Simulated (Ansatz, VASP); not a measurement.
## SnSe: VASP beside Ansatz

POSCAR

```
SnSe
1.0
   -0.0826923332      2.9794630837      2.9794630837
    2.9794630837     -0.0826923332      2.9794630837
    2.9794630837      2.9794630837     -0.0826923332
Sn Se
1 1
Direct
    0.0000000000      0.0000000000      0.0000000000
    0.5000000000      0.5000000000      0.5000000000
```

File INCAR.step1:

```
SYSTEM = SnSe
ALGO = Normal ; EDIFF = 1E-4
ENCUT = 520 ; GGA = PE
ISMEAR = -1 ; LASPH = .True.
LCHARG = .False. ; LREAL = .False.
LWAVE = .True. ; NBANDS = 17
NELM = 60 ; PREC = Accurate
SIGMA = 0.02
```

The input INCAR.step2:

```
SYSTEM = SnSe
ALGO = Normal ; EDIFF = 1E-6
ENCUT = 520 ; ISIF = 2
ISMEAR = -1 ; ISTART = 1
LASPH = .True. ; LCHARG = .False.
LMIXTAU = .True. ; LREAL = .False.
LWAVE = .False. ; METAGGA = R2SCAN
NBANDS = 17 ; NELM = 60
PREC = Accurate ; SIGMA = 0.02
```

Contents of KPOINTS:

```
k-points
0
Gamma
  8 8 8
  0 0 0
```

Input for Ansatz:

```yaml
crystal:
  lattice:
    - [-0.0826923332, 2.9794630837, 2.9794630837]
    - [2.9794630837, -0.0826923332, 2.9794630837]
    - [2.9794630837, 2.9794630837, -0.0826923332]
  atoms:
    - { symbol: Sn, position: [0.0, 0.0, 0.0] }
    - { symbol: Se, position: [0.5, 0.5, 0.5] }
kpoints:
  mp_grid: { grid: [8, 8, 8] }
  band_path:
    path:
      - [0.0, 0.0, 0.0]
      - [0.5, 0.0, 0.5]
      - [0.625, 0.25, 0.625]
      - [0.375, 0.375, 0.75]
      - [0.5, 0.5, 0.5]
      - [0.5, 0.25, 0.75]
      - [0.5, 0.475, 0.525]
      - [-0.04598, 0.006104, 0.477376]
      - [0.467041, 0.484375, -0.478353]
    npoints: 1
hamiltonian:
  xc: r2scan
scf:
  occupations: { method: fermi_dirac, width: 0.02 }
  n_extra_bands: 4
output:
  forces: true
  stress: true
  eigenvalues: true
```

Change from the starting cell: epitaxial_111 strain +2.0%.

Alike in both runs: task single point; functional r2SCAN; k mesh 8 × 8 × 8; occupations fermi-dirac, width 0.02 eV; no spin polarisation.

|  | VASP | Ansatz |
| --- | --- | --- |
| version | VASP 6.6.1 | Ansatz 0.2.0 |
| potentials or method | VASP PAW PBE potentials, release 64 (Sn_d, Se) | plane waves, PAW |
| plane-wave cutoff (eV) | 520 | 500 |
| valence electrons in the cell | 20 | 30 |

```csv
,VASP,Ansatz,Ansatz less VASP
pressure (GPa),-0.7,-0.7,0.00
"traceless stress, the component that is largest in VASP (GPa)",0.51,0.51,0.000
```

VASP's potentials were made for PBE, not for r2SCAN. VASP's potentials hold 20 valence electrons a cell and Ansatz's 30, so a difference there can come from the potentials and not from the codes.
